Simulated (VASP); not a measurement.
The system is MgF2.

```
Mg F
1.0
     4.69760    0.00000    0.00000
     0.00000    4.69760    0.00000
     0.00000    0.00000    3.09307
Mg F
2 4
Direct
  0.00000 0.00000 0.00000
  0.50000 0.50000 0.50000
  0.30356 0.30356 0.00000
  0.19644 0.80356 0.50000
  0.69644 0.69644 0.00000
  0.80356 0.19644 0.50000
```

| Item | Value |
| --- | --- |
| Program | VASP 6.6.1 |
| Task | relaxation of cell and atoms |
| Functional | LDA |
| Potentials or basis | VASP PAW LDA potentials, release 64 (Mg, F) |
| Cutoff | 600 eV |
| k mesh | 6 × 6 × 8 |
| Occupations | fermi-dirac, width 0.02 eV |
| Spin | no spin polarisation |

At the start: pressure -10.1 GPa; volume 11.38 Å³/atom.

Question: Where does the relaxation end?

Answer: Over 7 steps the energy falls by 39.8 meV/atom and the volume is 10.23 Å³/atom (-10.1 %); space group P4_2/mnm (No. 136, to 0.1 Å) before and after.

The path:
| step | energy change (eV) | largest force (eV/Å) | pressure (GPa) | volume (Å³) |
| --- | --- | --- | --- | --- |
| 1 | 0.0000 | 0.0717 | -10.12 | 68.26 |
| 2 | -0.2338 | 0.1586 | 0.20 | 61.40 |
| 3 | -0.2340 | 0.1529 | -0.08 | 61.53 |
| 4 | -0.2385 | 0.0406 | -0.01 | 61.39 |
| 5 | -0.2389 | 0.0085 | 0.05 | 61.33 |
| 6 | -0.2389 | 0.0055 | 0.05 | 61.33 |
| 7 | -0.2390 | 0.0033 | -0.02 | 61.36 |

Final structure:
```xyz
6
Lattice="4.5242 0.0000 0.0000 0.0000 4.5242 0.0000 0.0000 0.0000 2.9980" Properties=species:S:1:pos:R:3 pbc="T T T"
Mg    0.0000    0.0000    0.0000
Mg    2.2621    2.2621    1.4990
F     1.3687    1.3687    2.9980
F     0.8934    3.6308    1.4990
F     3.1555    3.1555    0.0000
F     3.6308    0.8934    1.4990
```
